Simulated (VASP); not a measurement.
Input of a VASP 6.6.1 run:

The input INCAR:

```
SYSTEM = CaAs2O5
ALGO     = Normal         ! electronic algorithm
EDIFF    = 1E-6           ! SCF threshold, eV
ENCUT    = 520            ! plane-wave cutoff, eV
GGA      = PE             ! functional
ISIF     = 2              ! what is computed and relaxed
ISMEAR   = 0              ! smearing method
LASPH    = .True.         ! aspherical terms in the spheres
LCHARG   = .True.         ! write CHGCAR
LELF     = .True.         ! ELF
LREAL    = .False.        ! projectors in reciprocal space
LVHAR    = .True.       
LWAVE    = .False.        ! write WAVECAR
NBANDS   = 35             ! bands
NELM     = 80             ! most SCF steps
PREC     = Accurate       ! precision mode
SIGMA    = 0.1            ! smearing width, eV
```

KPOINTS

```
k-points
0
Gamma
  3 3 6
  0 0 0
```

File POSCAR:

```
CaAs2O5
1.0
    5.9708696100      0.0000000000      0.0000000000
   -2.9854348100      5.1709247700      0.0000000000
    0.0000000000      0.0000000000      3.5931810500
Ca As O
1 2 5
Direct
    0.0000000000      0.0000000000      0.0000000000
    0.3333333300      0.6666666700      0.5000000000
    0.6666666700      0.3333333300      0.5000000000
    0.3333333300      0.6666666700      0.0000000000
    0.9323138500      0.4661569200      0.5000000000
    0.5338430800      0.4661569200      0.5000000000
    0.5338430800      0.0676861500      0.5000000000
    0.6666666700      0.3333333300      0.0000000000
```

Potentials or basis: VASP PAW PBE potentials, release 64 (Ca_sv, As, O).

The run is started by

```sh
$ cat potpaw_PBE.64/Ca_sv/POTCAR potpaw_PBE.64/As/POTCAR potpaw_PBE.64/O/POTCAR > POTCAR
$ mpirun -np 1 vasp_std > vasp.out
```

(1) Predict the band gap on the k mesh.

(2) Estimate the largest force.

(3) What does it give for the pressure?

Results:

(1) zero (bands 25 and 26 overlap by 2.15 eV).

(2) 33.282 eV/Å.

(3) 76.1 GPa.

Caveat: the k points lie up to 0.41 Å⁻¹ apart, too coarse for converged energies and pressures of a metal; forces of over 1 eV/Å act on the atoms, so gaps and moduli don't describe the material at rest.
